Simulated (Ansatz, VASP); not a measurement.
# BeTe in VASP and in Ansatz

File INCAR:

```
SYSTEM = BeTe
PREC     = Accurate       ! precision mode
ENCUT    = 520            ! plane-wave cutoff, eV
EDIFF    = 1E-8           ! SCF threshold, eV
ISMEAR   = 0              ! smearing method
SIGMA    = 0.01           ! smearing width, eV
LREAL    = Auto         
LASPH    = .True.         ! aspherical terms in the spheres
NELM     = 100            ! most SCF steps
ALGO     = Normal         ! electronic algorithm
ISIF     = 2              ! what is computed and relaxed
LWAVE    = .False.        ! write WAVECAR
LCHARG   = .False.        ! write CHGCAR
GGA      = PE             ! functional
LEFG     = .True.       
NBANDS   = 46             ! bands
```

Contents of KPOINTS:

```
regular mesh
0
Gamma
  3 3 3
  0 0 0
```

Contents of POSCAR:

```
BeTe
1.0
    0.0000000000      5.6629175752      5.6629175752
    5.6629175752      0.0000000000      5.6629175752
    5.6629175752      5.6629175752      0.0000000000
Be Te
8 8
Direct
    0.0000000000      0.0000000000      0.0000000000
    0.0000000000      0.0000000000      0.5000000000
    0.0000000000      0.5000000000      0.0000000000
    0.0000000000      0.5000000000      0.5000000000
    0.5000000000      0.0000000000      0.0000000000
    0.5000000000      0.0000000000      0.5000000000
    0.5000000000      0.5000000000      0.0000000000
    0.5000000000      0.5000000000      0.5000000000
    0.1250000000      0.1250000000      0.1250000000
    0.1250000000      0.1250000000      0.6250000000
    0.1250000000      0.6250000000      0.1250000000
    0.1250000000      0.6250000000      0.6250000000
    0.6250000000      0.1250000000      0.1250000000
    0.6250000000      0.1250000000      0.6250000000
    0.6250000000      0.6250000000      0.1250000000
    0.6250000000      0.6250000000      0.6250000000
```

Input for Ansatz:

```yaml
crystal:
  lattice:
    - [0.0, 5.6629175752, 5.6629175752]
    - [5.6629175752, 0.0, 5.6629175752]
    - [5.6629175752, 5.6629175752, 0.0]
  atoms:
    - { symbol: Be, position: [0.0, 0.0, 0.0] }
    - { symbol: Be, position: [0.0, 0.0, 0.5] }
    - { symbol: Be, position: [0.0, 0.5, 0.0] }
    - { symbol: Be, position: [0.0, 0.5, 0.5] }
    - { symbol: Be, position: [0.5, 0.0, 0.0] }
    - { symbol: Be, position: [0.5, 0.0, 0.5] }
    - { symbol: Be, position: [0.5, 0.5, 0.0] }
    - { symbol: Be, position: [0.5, 0.5, 0.5] }
    - { symbol: Te, position: [0.125, 0.125, 0.125] }
    - { symbol: Te, position: [0.125, 0.125, 0.625] }
    - { symbol: Te, position: [0.125, 0.625, 0.125] }
    - { symbol: Te, position: [0.125, 0.625, 0.625] }
    - { symbol: Te, position: [0.625, 0.125, 0.125] }
    - { symbol: Te, position: [0.625, 0.125, 0.625] }
    - { symbol: Te, position: [0.625, 0.625, 0.125] }
    - { symbol: Te, position: [0.625, 0.625, 0.625] }
kpoints:
  mp_grid: { grid: [3, 3, 3] }
scf:
  occupations: { method: fixed }
hamiltonian:
  xc: pbe
  pseudopotentials: { kind: paw }
output:
  forces: true
  efg: { quadrupole_moments_barn: { Be: 0.05288 }, contact_densities: true }
  core_levels:
    shells: { Te: "3d" }
    counted_from: valence_top
    eps_inf: [7.38, 7.38, 7.38]
```

Alike in both runs: task electric field gradients; functional PBE; k mesh 3 × 3 × 3; no spin polarisation.

|  | VASP | Ansatz |
| --- | --- | --- |
| version | VASP 6.6.1 | Ansatz 0.2.0 |
| potentials or method | VASP PAW PBE potentials, release 64 (Be, Te) | plane-wave PAW, scalar-relativistic |
| plane-wave cutoff (eV) | 520 | 420 |
| occupations | gaussian, width 0.01 eV | fixed |
| valence electrons in the cell | 64 | 144 |

VASP gave:

* gap on the k mesh at the Fermi level (eV): 2.01

Problem. What did Ansatz give for the same quantities?

Solution. gap on the k mesh at the Fermi level (eV): 2.03.

VASP's potentials hold 64 valence electrons a cell and Ansatz's 144, so a difference there can come from the potentials and not from the codes.

Neither program's run includes spin-orbit coupling.
